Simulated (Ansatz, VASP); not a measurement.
One calculation of TaN, two programs

INCAR

```
PREC     = Accurate       # precision mode
ENCUT    = 520            # plane-wave cutoff, eV
EDIFF    = 1E-8           # SCF threshold, eV
ISMEAR   = -1             # smearing method
SIGMA    = 0.03           # smearing width, eV
LREAL    = F              # projectors in reciprocal space
LASPH    = T              # aspherical terms in the spheres
NELM     = 100            # most SCF steps
ALGO     = Normal         # electronic algorithm
ISIF     = 2              # what is computed and relaxed
LWAVE    = F              # write WAVECAR
LCHARG   = F              # write CHGCAR
GGA      = PE             # functional
LEFG     = T            
NBANDS   = 33             # bands
```

Contents of KPOINTS:

```
Automatic mesh
0
Gamma
  5 5 8
```

File POSCAR:

```
TaN
1.0
    5.2022252935      0.0000000000      0.0000000000
   -2.6011126468      4.5052592604      0.0000000000
    0.0000000000      0.0000000000      2.9176612005
Ta N
3 3
Direct
    0.0000000000      0.0000000000      0.0000000000
    0.3333333333      0.6666666667      0.5000000000
    0.6666666667      0.3333333333      0.5000000000
    0.5000000000      0.0000000000      0.0000000000
    0.5000000000      0.5000000000      0.0000000000
    0.0000000000      0.5000000000      0.0000000000
```

Input for Ansatz:

```yaml
crystal:
  lattice:
    - [5.2022252935, 0.0, 0.0]
    - [-2.6011126468, 4.5052592604, 0.0]
    - [0.0, 0.0, 2.9176612005]
  atoms:
    - { symbol: Ta, position: [0.0, 0.0, 0.0] }
    - { symbol: Ta, position: [0.3333333333, 0.6666666667, 0.5] }
    - { symbol: Ta, position: [0.6666666667, 0.3333333333, 0.5] }
    - { symbol: "N", position: [0.5, 0.0, 0.0] }
    - { symbol: "N", position: [0.5, 0.5, 0.0] }
    - { symbol: "N", position: [0.0, 0.5, 0.0] }
kpoints:
  mp_grid: { grid: [5, 5, 8] }
scf:
  occupations: { method: fermi_dirac, width: 0.03 }
hamiltonian:
  xc: pbe
  pseudopotentials: { kind: all_electron, datasets: crystal }
output:
  forces: true
  stress: true
  eigenvalues: true
  efg: { contact_densities: true }
```

Change from the starting cell: volume scaled by 1.01, crystal datasets.

Alike in both runs: task electric field gradients; functional PBE; k mesh 5 × 5 × 8; occupations fermi-dirac, width 0.03 eV; no spin polarisation.

|  | VASP | Ansatz |
| --- | --- | --- |
| version | VASP 6.6.1 | Ansatz 0.2.0 |
| potentials or method | VASP PAW PBE potentials, release 64 (Ta_pv, N), cutoff 520 eV | all-electron PAW with datasets made for the crystal, scalar-relativistic |

```tsv
	VASP	Ansatz	Ansatz less VASP
pressure (GPa)	7.8	7.1	-0.73
traceless stress, the component that is largest in VASP (GPa)	0.07	-0.15	-0.218
size of Vzz on the site where it differs most (V/Å²)	342.5	463.6	+121.16
```

Ansatz ran all-electron here, and VASP with PAW potentials.

Spin-orbit coupling is off throughout.
